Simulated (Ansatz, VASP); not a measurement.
Two plane-wave programs on RbCl

File INCAR:

```
ALGO = Normal ; EDIFF = 1E-6
ENCUT = 500 ; GGA = PS
GGA_COMPAT = False ; ISIF = 2
ISMEAR = 0 ; LASPH = True
LCHARG = False ; LREAL = False
LWAVE = False ; NBANDS = 15
NELM = 120 ; PREC = Accurate
SIGMA = 0.01
```

The input KPOINTS:

```
k-points
0
Gamma
  4 4 4
```

POSCAR

```
RbCl
1.0
    0.0000000000      3.3057264139      3.3057264139
    3.3057264139      0.0000000000      3.3057264139
    3.3057264139      3.3057264139      0.0000000000
Rb Cl
1 1
Direct
    0.0000000000      0.0000000000      0.0000000000
    0.5000000000      0.5000000000      0.5000000000
```

Input for Ansatz:

```yaml
crystal:
  lattice:
    - [0.0, 3.3057264139, 3.3057264139]
    - [3.3057264139, 0.0, 3.3057264139]
    - [3.3057264139, 3.3057264139, 0.0]
  atoms:
    - { symbol: Rb, position: [0.0, 0.0, 0.0] }
    - { symbol: Cl, position: [0.5, 0.5, 0.5] }
kpoints:
  mp_grid: { grid: [4, 4, 4] }
hamiltonian:
  xc: pbesol
scf:
  occupations: { method: fixed }
  n_extra_bands: 4
output:
  forces: true
  stress: true
  eigenvalues: true
  write_density: true
  write_potential: true
  elf: true
  volumetric_format: npy
```

Alike in both runs: task single point; functional PBEsol; k mesh 4 × 4 × 4; no spin polarisation.

```csv
,VASP,Ansatz
version,VASP 6.6.1,Ansatz 0.2.0
potentials or method,"VASP PAW PBE potentials, release 64 (Rb_sv, Cl)","plane waves, PAW"
plane-wave cutoff (eV),500,420
occupations,"gaussian, width 0.01 eV",fixed
valence electrons in the cell,16,16
```

Ansatz gave:

```
gap on the k mesh at the Fermi level (eV) : 4.81
pressure (GPa)                            : -0.5
```

Q: Estimate VASP's values.

A: gap on the k mesh at the Fermi level (eV): 4.80; pressure (GPa): -0.5.

VASP's potentials were made for PBE, not for PBEsol.
